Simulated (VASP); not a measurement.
# ScB2P3 (R-3m) in VASP: notebook

Runs on ScB2P3. Level: PBE. Tasks: single point, relaxation of cell and atoms.

All numbers are computed with VASP 6.6.1; they aren't measurements. Logs are shortened: lines on timing, memory, paths and dates and some standing lists are left out, and cuts for length are marked.

### Step 1. The cell of the first run

The structure is trigonal, space group R-3m (No. 166). The conventional cell has a = 4.698 Å, b = 4.698 Å, c = 13.857 Å, α = 90.00°, β = 90.00°, γ = 120.00°. Within 3.5 Å of Sc (site symmetry -3m) lie 6 P at 2.68 Å and 6 B at 2.80 Å. B (site symmetry 3m) has 3 P at 2.11 Å and 3 Sc at 2.80 Å within 2.8 Å. P (site symmetry 2/m) has 2 B at 2.11 Å and 4 P at 2.35 Å and 2 Sc at 2.68 Å within 2.8 Å.

The cell was generated, and may not be a known phase.

### Step 2. Single point, PBE

INCAR

```
PREC = Accurate ; ENCUT = 520
EDIFF = 1E-6 ; ISMEAR = 0
SIGMA = 0.1 ; LREAL = F
LASPH = T ; NELM = 60
ALGO = Normal ; ISIF = 2
LWAVE = F ; LCHARG = T
GGA = PE ; LELF = T
LVHAR = T ; NBANDS = 25
```

KPOINTS

```
Automatic mesh
0
Gamma
  6 6 6
```

POSCAR

```
ScB2P3
1.0
    2.3488870387      1.3561305641      4.6188378064
   -2.3488870387      1.3561305641      4.6188378064
    0.0000000000     -2.7122611281      4.6188378064
Sc B P
1 2 3
Direct
    0.5000000000      0.5000000000      0.5000000000
    0.2167552733      0.2167552733      0.2167552733
    0.7832447267      0.7832447267      0.7832447267
    0.5000000000      0.0000000000      0.5000000000
    0.0000000000      0.5000000000      0.5000000000
    0.5000000000      0.5000000000      0.0000000000
```

Potentials or basis: VASP PAW PBE potentials, release 64 (Sc_sv, B, P).

Launch:

```bash
cat potpaw_PBE.64/Sc_sv/POTCAR potpaw_PBE.64/B/POTCAR potpaw_PBE.64/P/POTCAR > POTCAR
mpirun -np 1 vasp_std > vasp.out
```

OUTCAR:

```text
PREC = Accurate
   ENCUT = 520
   EDIFF = 1E-6
   ISMEAR = 0
   LREAL = F
   LASPH = T
   NELM = 60
   ISIF = 2
   GGA = PE

 ion  position               nearest neighbor table
   1  0.500  0.500  0.500-   6 2.68   6 2.68   4 2.68   5 2.68   4 2.68   5 2.68   3 2.80   2 2.80
                             3 2.80   2 2.80   3 2.80   2 2.80
   2  0.217  0.217  0.217-   4 2.11   5 2.11   6 2.11   1 2.80   1 2.80   1 2.80
   3  0.783  0.783  0.783-   4 2.11   5 2.11   6 2.11   1 2.80   1 2.80   1 2.80
   4  0.500  0.000  0.500-   2 2.11   3 2.11   6 2.35   6 2.35   5 2.35   5 2.35   1 2.68   1 2.68

   5  0.000  0.500  0.500-   2 2.11   3 2.11   6 2.35   6 2.35   4 2.35   4 2.35   1 2.68   1 2.68

   6  0.500  0.500  0.000-   2 2.11   3 2.11   4 2.35   5 2.35   4 2.35   5 2.35   1 2.68   1 2.68

  LATTYP: Found a trigonal (rhomboedric) cell.
 ALAT       =     5.3563068535
 COS(alpha) =     0.6153875304

  Lattice vectors:

 A1 = (   2.3488870387,   1.3561305641,   4.6188378064)
 A2 = (  -2.3488870387,   1.3561305641,   4.6188378064)
 A3 = (   0.0000000000,  -2.7122611281,   4.6188378064)

Analysis of symmetry for initial positions (statically):
=====================================================================
 Subroutine PRICEL returns:
 Original cell was already a primitive cell.

 Routine SETGRP: Setting up the symmetry group for a
 trigonal (rhombohedral) supercell.

 Subroutine GETGRP returns: Found 12 space group operations
 (whereof 12 operations were pure point group operations)
 out of a pool of 12 trial point group operations.

The static configuration has the point symmetry D_3d.

Analysis of symmetry for dynamics (positions and initial velocities):
=====================================================================
 Subroutine PRICEL returns:
 Original cell was already a primitive cell.

 Routine SETGRP: Setting up the symmetry group for a
 trigonal (rhombohedral) supercell.

 Subroutine GETGRP returns: Found 12 space group operations
 (whereof 12 operations were pure point group operations)
 out of a pool of 12 trial point group operations.

The dynamic configuration has the point symmetry D_3d.

 Subroutine INISYM returns: Found 12 space group operations
 (whereof 12 operations are pure point group operations),
 and found     1 'primitive' translations

----------------------------------------------------------------------------------------

                                     Primitive cell

  volume of cell :      88.2770

  direct lattice vectors                    reciprocal lattice vectors
     2.348887039  1.356130564  4.618837806     0.212866771  0.122898688  0.072168227
    -2.348887039  1.356130564  4.618837806    -0.212866771  0.122898688  0.072168227
     0.000000000 -2.712261128  4.618837806     0.000000000 -0.245797375  0.072168227

  length of vectors
     5.356306854  5.356306854  5.356306853     0.256172994  0.256172994  0.256172994

  position of ions in fractional coordinates (direct lattice)
     0.500000000  0.500000000  0.500000000
     0.216755273  0.216755273  0.216755273
     0.783244727  0.783244727  0.783244727
     0.500000000  0.000000000  0.500000000
     0.000000000  0.500000000  0.500000000
     0.500000000  0.500000000  0.000000000

  ion indices of the primitive-cell ions
   primitive index   ion index
                 1           1
                 2           2
                 3           3
                 4           4
                 5           5
                 6           6

----------------------------------------------------------------------------------------

 KPOINTS: Automatic mesh

Automatic generation of k-mesh.
 Grid dimensions read from file:
 generate k-points for:    6    6    6

 Generating k-lattice:

  Cartesian coordinates                     Fractional coordinates (reciprocal lattice)
     0.035477795  0.020483115  0.012028038     0.166666667 -0.000000000  0.000000000
    -0.035477795  0.020483115  0.012028038    -0.000000000  0.166666667  0.000000000
[... 53 lines left out ...]
 fundamental gap:      0.0389729047
 Fermi energy:         6.4009374029

 k-point     1 :       0.0000    0.0000    0.0000
  band No.  band energies     occupation
      1     -43.0826      2.00000
      2     -21.8477      2.00000
      3     -21.7066      2.00000
      4     -21.7066      2.00000
      5      -9.8474      2.00000
      6      -4.3220      2.00000
[... 17 lines left out ...]
     24      11.2364      0.00000
     25      13.3324      0.00000

 k-point     2 :       0.1667   -0.0000    0.0000
  band No.  band energies     occupation
      1     -43.0826      2.00000
      2     -21.8483      2.00000
      3     -21.7089      2.00000
      4     -21.7071      2.00000
      5      -9.6521      2.00000
      6      -5.1674      2.00000
[... 17 lines left out ...]
     24      11.4415      0.00000
     25      11.7571      0.00000

 k-point     3 :       0.3333   -0.0000   -0.0000
  band No.  band energies     occupation
      1     -43.0824      2.00000
      2     -21.8496      2.00000
      3     -21.7134      2.00000
      4     -21.7081      2.00000
      5      -9.1173      2.00000
      6      -6.4582      2.00000
[... 17 lines left out ...]
     24      10.5409      0.00000
     25      10.9131      0.00000

 k-point     4 :       0.5000   -0.0000    0.0000
  band No.  band energies     occupation
      1     -43.0823      2.00000
      2     -21.8503      2.00000
      3     -21.7157      2.00000
      4     -21.7086      2.00000
      5      -8.6424      2.00000
      6      -7.2089      2.00000
[... 17 lines left out ...]
     24      10.6044      0.00000
     25      11.1517      0.00000
[... 477 lines left out ...]
 k-point    22 :      -0.1667    0.3333    0.1667
  band No.  band energies     occupation
      1     -43.0823      2.00000
      2     -21.8514      2.00000
      3     -21.7142      2.00000
      4     -21.7102      2.00000
      5      -8.6289      2.00000
      6      -7.1360      2.00000
[... 17 lines left out ...]
     24      10.2405      0.00000
     25      10.6050      0.00000

 k-point    23 :       0.5000    0.5000    0.1667
  band No.  band energies     occupation
      1     -43.0823      2.00000
      2     -21.8562      2.00000
      3     -21.7132      2.00000
      4     -21.7094      2.00000
      5      -8.9197      2.00000
      6      -6.5036      2.00000
[... 17 lines left out ...]
     24      10.7263      0.00000
     25      10.9400      0.00000

 k-point    24 :      -0.3333    0.5000    0.1667
  band No.  band energies     occupation
      1     -43.0823      2.00000
      2     -21.8547      2.00000
      3     -21.7142      2.00000
      4     -21.7109      2.00000
      5      -8.4728      2.00000
      6      -7.2195      2.00000
[... 17 lines left out ...]
     24      10.4854      0.00000
     25      10.6076      0.00000

 [... further k-points ...]
[... 5 lines left out ...]
  --------------------------------------------------------------------------------------
  -------------------------------------------------------------------------------------
  Total       -0.1239971     -0.1239971      0.0538493     -0.0000000      0.0000000      0.0000000
  in kB       -2.2504767     -2.2504767      0.9773335     -0.0000000      0.0000000      0.0000000
  external PRESSURE =      -1.1745400 kB  Pullay stress =       0.0000000 kB

 VOLUME and BASIS-vectors are now :
 -----------------------------------------------------------------------------
  energy-cutoff  :      520.00
  volume of cell :       88.28
      direct lattice vectors                 reciprocal lattice vectors
     2.348887039  1.356130564  4.618837806     0.212866771  0.122898688  0.072168227
    -2.348887039  1.356130564  4.618837806    -0.212866771  0.122898688  0.072168227
     0.000000000 -2.712261128  4.618837806     0.000000000 -0.245797375  0.072168227

 POSITION                                       TOTAL-FORCE (eV/Angst)
 -----------------------------------------------------------------------------------
      0.00000      0.00000      6.92826        -0.000000     -0.000000      0.000000
      0.00000      0.00000      3.00347        -0.000000      0.000000      0.013927
      0.00000      0.00000     10.85304        -0.000000     -0.000000     -0.013927
      1.17444     -0.67807      4.61884         0.000000     -0.000000     -0.000000
     -1.17444     -0.67807      4.61884        -0.000000     -0.000000      0.000000
      0.00000      1.35613      4.61884        -0.000000     -0.000000     -0.000000
 -----------------------------------------------------------------------------------
    total drift:                                0.000000      0.000000     -0.000000

  FREE ENERGIE OF THE ION-ELECTRON SYSTEM (eV)
  ---------------------------------------------------
  free  energy   TOTEN  =       -32.7541240559 eV

  energy  without entropy=      -32.7353917258  energy(sigma->0) =      -32.74475789
```

Wall time 2.6 min (1 thread of Oxide Virtual Turin-like, shared host); peak memory 0.23 GiB.

Results:

- Free energy: -32.7541 eV
- Pressure: -0.1 GPa
- Largest force: 0.014 eV/Å
- Band gap on the k mesh: zero (bands 16 and 17 overlap by 2.61 eV)

Forces on the atoms (eV/Å):
```
Sc   0.000  0.000  0.000
B    0.000  0.000  0.014
B    0.000  0.000 -0.014
P    0.000  0.000  0.000
P    0.000  0.000  0.000
P    0.000  0.000  0.000
```

### Step 3. Single point, PBE

This run uses another cell than the first one, of 16.46 Å³/atom.

INCAR

```
SYSTEM = ScB2P3
PREC = Accurate ; ENCUT = 520
EDIFF = 1E-6 ; ISMEAR = 0
SIGMA = 0.1 ; LREAL = .False.
LASPH = .True. ; NELM = 80
ALGO = Fast ; ISIF = 2
LWAVE = .False. ; LCHARG = .False.
GGA = PE ; NBANDS = 25
```

KPOINTS

```
regular mesh
0
Gamma
  6 6 6
  0 0 0
```

POSCAR

```
ScB2P3
1.0
    2.6013694000      1.5019013200      4.2138642000
   -2.6013694000      1.5019013200      4.2138642000
    0.0000000000     -3.0038026400      4.2138642000
Sc B P
1 2 3
Direct
    0.5000000000      0.5000000000      0.5000000000
    0.1244259900      0.1244259900      0.1244259900
    0.8755740100      0.8755740100      0.8755740100
    0.5000000000      0.0000000000      0.5000000000
    0.0000000000      0.5000000000      0.5000000000
    0.5000000000      0.5000000000      0.0000000000
```

Potentials or basis: VASP PAW PBE potentials, release 64 (Sc_sv, B, P).

Launch:

```bash
cat potpaw_PBE.64/Sc_sv/POTCAR potpaw_PBE.64/B/POTCAR potpaw_PBE.64/P/POTCAR > POTCAR
mpirun -np 1 vasp_std > vasp.out
```

Wall time 4 min (1 thread of Oxide Virtual Turin-like, shared host); peak memory 0.25 GiB.

Results (log left out):

| Item | Value |
| --- | --- |
| Free energy | -29.3706 eV |
| Pressure | -5.7 GPa |
| Largest force | 0.214 eV/Å |
| Band gap on the k mesh | zero (bands 16 and 17 overlap by 1.55 eV) |

Forces in eV/Å, atoms in the order of the input:
```
Sc   0.000  0.000  0.000
B    0.000  0.000  0.214
B    0.000  0.000 -0.214
P    0.000  0.000  0.000
P    0.000  0.000  0.000
P    0.000  0.000  0.000
```

Stress tensor (GPa, compression positive):
```
-7.12  0.00  0.00
 0.00 -7.12  0.00
 0.00  0.00 -2.73
```

Levels at points of the mesh, in eV from the Fermi level:
```tsv
k point	band 12	band 13	band 14	band 15	band 16	band 17	band 18	band 19	band 20	band 21
(0.00, 0.00, 0.00)	-4.00	-3.21	-1.51	-1.51	-1.00	-0.88	-0.88	2.17	2.77	2.78
(0.50, 0.00, 0.00)	-2.71	-2.36	-2.09	-1.68	-0.84	0.20	0.57	2.29	2.44	2.54
(0.50, 0.50, 0.00)	-2.29	-1.38	-0.93	-0.86	-0.23	-0.08	0.77	1.18	1.54	1.64
(0.50, 0.50, 0.50)	-4.72	-2.25	-2.25	-0.79	0.45	1.25	1.25	1.81	1.81	2.69
```

Caveat: the cell stands under tension.

### Step 4. Relaxation of cell and atoms, PBE

This run uses another cell than the first one, of 16.46 Å³/atom.

INCAR

```
PREC     = Accurate       # precision mode
ENCUT    = 600            # plane-wave cutoff, eV
EDIFF    = 1E-6           # SCF threshold, eV
ISMEAR   = 0              # smearing method
SIGMA    = 0.1            # smearing width, eV
LREAL    = False          # projectors in reciprocal space
LASPH    = True           # aspherical terms in the spheres
NELM     = 100            # most SCF steps
ALGO     = Normal         # electronic algorithm
ISIF     = 3              # what is computed and relaxed
LWAVE    = False          # write WAVECAR
LCHARG   = False          # write CHGCAR
GGA      = PE             # functional
IBRION   = 2              # ionic algorithm
NSW      = 90             # ionic steps
EDIFFG   = -0.04          # ionic threshold
```

KPOINTS

```
Automatic mesh
0
Gamma
  6 6 6
```

POSCAR is that of step 3.

Launch:

```bash
cat potpaw_PBE.64/Sc_sv/POTCAR potpaw_PBE.64/B/POTCAR potpaw_PBE.64/P/POTCAR > POTCAR
mpirun -np 1 vasp_std > vasp.out
```

Run time: 62 min. Hardware: 1 thread of Oxide Virtual Turin-like, shared host; peak memory 0.29 GiB.

The run converged. Its results:

```
Free energy                           : -32.7569 eV
Relaxed volume                        : 14.69 Å³/atom
Relaxed cell                          : a = 5.360 Å, b = 5.360 Å, c = 5.360 Å, α = 51.90°, β = 51.90°, γ = 51.90°
Space group after relaxing (to 0.1 Å) : R-3m (No. 166)
Energy gained by relaxing             : 564.2 meV/atom
Ionic steps                           : 29
Pressure after relaxing               : 0.1 GPa
Band gap on the k mesh                : zero (bands 16 and 17 overlap by 2.60 eV)
```

Stress tensor (GPa, compression positive):
```
0.13 0.00 0.00
0.00 0.13 0.00
0.00 0.00 0.01
```

Step by step:
```tsv
step	energy change (eV)	largest force (eV/Å)	pressure (GPa)	volume (Å³)
1	0.0000	0.2144	-5.64	98.78
2	-0.2135	0.2400	-0.50	90.72
3	-0.2236	0.2501	1.07	88.86
4	-0.2879	0.2451	0.94	88.53
5	-0.3456	0.2682	0.86	87.74
6	-0.3349	0.7121	2.82	85.53
7	-0.4148	0.7993	0.35	88.03
8	-0.4647	0.8014	-1.87	90.75
9	-0.4446	0.5884	-5.27	96.23
10	-0.4805	0.7663	-2.93	92.28
11	-0.5500	0.7122	-2.61	92.25
12	-0.6432	0.6578	-1.86	92.16
13	-0.7204	0.7946	0.39	91.83
14	-0.8129	0.9670	0.28	91.91
15	-1.1833	1.3050	-0.42	92.14
16	-1.9065	0.9824	-2.43	92.61
17	-2.3203	0.7336	1.71	93.56
18	-2.3787	0.2891	-2.29	93.17
19	-2.4100	0.0775	-1.50	93.28
20	-2.8451	0.5526	0.73	91.59
21	-2.9315	1.2929	3.18	90.57
22	-3.1523	1.0199	-0.70	93.79
23	-3.1794	0.8660	-2.03	95.32
24	-3.2769	0.6558	-1.54	93.11
25	-3.3733	0.0902	1.33	87.10
26	-3.3770	0.1812	0.73	88.05
27	-3.3805	0.1373	-1.06	89.00
28	-3.3848	0.0075	-0.32	88.59
29	-3.3853	0.0012	0.09	88.12
```

Final structure:
```xyz
6
Lattice="2.3452 1.3540 4.6251 -2.3452 1.3540 4.6251 0.0000 -2.7081 4.6251" Properties=species:S:1:pos:R:3 pbc="T T T"
Sc    0.0000    0.0000    6.9377
B     0.0000    0.0000    3.0104
B     0.0000    0.0000   10.8650
P     1.1726   -0.6770    4.6251
P    -1.1726   -0.6770    4.6251
P     0.0000    1.3540    4.6251
```

Levels at points of the mesh, in eV from the Fermi level:
```tsv
k point	band 14	band 15	band 16	band 17	band 18	band 19
(0.00, 0.00, 0.00)	-2.49	-1.37	-0.93	-0.93	0.30	1.57
(0.50, 0.00, 0.00)	-1.80	-0.87	-0.43	0.34	0.72	2.07
(0.50, 0.50, 0.00)	-1.46	-0.81	-0.54	0.29	0.44	1.02
(0.50, 0.50, 0.50)	-3.15	-2.46	1.67	1.67	1.80	2.05
```

### Step 5. Single point, PBE

This run uses another cell than the first one, of 14.54 Å³/atom.

INCAR

```
SYSTEM = ScB2P3
  PREC = Accurate
  ENCUT = 520
  EDIFF = 1E-6
  ISMEAR = 0
  SIGMA = 0.1
  LREAL = .False.
  LASPH = .True.
  NELM = 80
  ALGO = Fast
  ISIF = 2
  LWAVE = .False.
  LCHARG = .False.
  GGA = PE
  NBANDS = 25
```

KPOINTS

```
regular mesh
0
Gamma
  12 12 12
  0 0 0
```

POSCAR

```
ScB2P3
1.0
    2.3252441488      1.3424803353      4.6591977925
   -2.3252441488      1.3424803353      4.6591977925
    0.0000000000     -2.6849606705      4.6591977926
Sc B P
1 2 3
Direct
    0.5000000000      0.5000000000      0.5000000000
    0.2143157558      0.2143157558      0.2143157558
    0.7856842442      0.7856842442      0.7856842442
    0.5000000000      0.0000000000      0.5000000000
    0.0000000000      0.5000000000      0.5000000000
    0.5000000000      0.5000000000      0.0000000000
```

Launch:

```bash
cat potpaw_PBE.64/Sc_sv/POTCAR potpaw_PBE.64/B/POTCAR potpaw_PBE.64/P/POTCAR > POTCAR
mpirun -np 1 vasp_std > vasp.out
```

Wall time 23 min (1 thread of Oxide Virtual Turin-like, shared host); peak memory 0.49 GiB.

The run converged. Its results:

```
Free energy            : -32.7211 eV
Pressure               : -0.1 GPa
Largest force          : 0.011 eV/Å
Band gap on the k mesh : zero (bands 16 and 17 overlap by 2.58 eV)
```

Forces in eV/Å, atoms in the order of the input:
```
Sc   0.000  0.000  0.000
B    0.000  0.000  0.011
B    0.000  0.000 -0.011
P    0.000  0.000  0.000
P    0.000  0.000  0.000
P    0.000  0.000  0.000
```

Stress tensor (GPa, compression positive):
```
-0.24  0.00  0.00
 0.00 -0.24  0.00
 0.00  0.00  0.05
```

Levels at points of the mesh, in eV from the Fermi level:
```csv
k point,band 12,band 13,band 14,band 15,band 16,band 17,band 18,band 19,band 20,band 21
"(0.00, 0.00, 0.00)",-5.23,-2.49,-2.49,-1.43,-1.12,-1.12,0.18,1.35,2.07,2.07
"(0.50, 0.00, 0.00)",-3.90,-2.34,-1.87,-1.00,-0.50,0.32,0.66,1.89,2.08,2.63
"(0.50, 0.50, 0.00)",-2.13,-1.81,-1.55,-1.02,-0.76,0.14,0.33,0.88,1.40,2.01
"(0.50, 0.50, 0.50)",-3.47,-3.47,-3.29,-2.73,1.46,1.46,1.56,1.99,2.73,2.73
```

### Step 6. The runs side by side

| task | cell | k mesh | cutoff (eV) | gap on the mesh (eV) | pressure (GPa) | largest force (eV/Å) |
| --- | --- | --- | --- | --- | --- | --- |
| single point | a = 5.356 Å, angles 52.0°, 6 atoms, atomic positions A | 6 × 6 × 6 | 520 | none | -0.1 | 0.01 |
| single point | a = 5.175 Å, angles 60.4°, 6 atoms, atomic positions B | 6 × 6 × 6 | 520 | none | -5.7 | 0.21 |
| relaxation of cell and atoms | relaxed from a = 5.175 Å, angles 60.4°, 6 atoms, atomic positions B | 6 × 6 × 6 | 600 | none | 0.1 | - |
| single point | a = 5.377 Å, angles 51.2°, 6 atoms, atomic positions C | 12 × 12 × 12 | 520 | none | -0.1 | 0.01 |

Alike in all rows: level PBE; potentials or basis VASP PAW PBE potentials, release 64 (Sc_sv, B, P); no spin polarisation; smearing gaussian 0.1 eV.

Caveats: the cell stands under tension (at least some runs).

Total energies depend on the potentials used, so only differences within one code and one set of settings carry meaning.

The gap in the log of VASP goes by the Fermi energy; the results here count the filled bands.